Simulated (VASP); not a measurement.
Set up this calculation in VASP 6.6.1, as the native input.

* Task: single point
* Functional: PBE
* Potentials or basis: VASP PAW PBE potentials, release 64 (C)
* Cutoff: 520 eV
* k mesh: 12 × 12 × 4
* Occupations: gaussian, width 0.05 eV
* Spin: no spin polarisation
* Dipole correction: no
* Further INCAR settings: ALGO = Normal; EDIFF = 1e-07; NBANDS = 26

The structure of C lies in POSCAR:

```
C
1.0
    2.5180184915      0.0000000000      0.0000000000
   -1.2590092457      2.1806679808      0.0000000000
    0.0000000000      0.0000000000      8.3045881819
C
8
Direct
   -0.1042486387     -0.1042486387      0.0929681641
    0.0000000000      0.0000000000      0.5929681641
    0.0000000000      0.0000000000      0.4070318359
    0.0000000000      0.0000000000      0.9070318359
    0.3333333333      0.6666666667      0.1555285626
    0.6666666667      0.3333333333      0.6555285626
    0.3333333333      0.6666666667      0.3444714374
    0.6666666667      0.3333333333      0.8444714374
```

This cell differs from its parent crystal: atom 1 (C) moved +0.263 Å towards its neighbour atom 1 (C) at 2.518 Å.

One way to write it, as run:

INCAR

```
SYSTEM = C
  PREC = Accurate
  ENCUT = 520
  EDIFF = 1E-7
  ISMEAR = 0
  SIGMA = 0.05
  LREAL = .FALSE.
  LASPH = .TRUE.
  NELM = 80
  ALGO = Normal
  ISIF = 2
  LWAVE = .FALSE.
  LCHARG = .FALSE.
  GGA = PE
  NBANDS = 26
```

KPOINTS

```
regular mesh
0
G
  12 12 4
  0 0 0
```

Potentials or basis: VASP PAW PBE potentials, release 64 (C).

The run is started by

```sh
$ cat potpaw_PBE.64/C/POTCAR > POTCAR
$ mpirun -np 1 vasp_std > vasp.out
```

Results of the run:

```
Pressure               : 7.0 GPa
Largest force          : 10.302 eV/Å
Band gap on the k mesh : 0.98 eV (least direct gap 1.15 eV)
```

Caveat: the cell differs from its parent crystal (atom 1 (C) moved +0.263 Å towards its neighbour atom 1 (C) at 2.518 Å); the cell stands under pressure; forces of over 1 eV/Å act on the atoms, so gaps and moduli don't describe the material at rest.

It took 2.1 min on 1 thread of Intel(R) Xeon(R) 6975P-C (Granite Rapids), with other jobs on the host, peak memory 0.32 GiB.
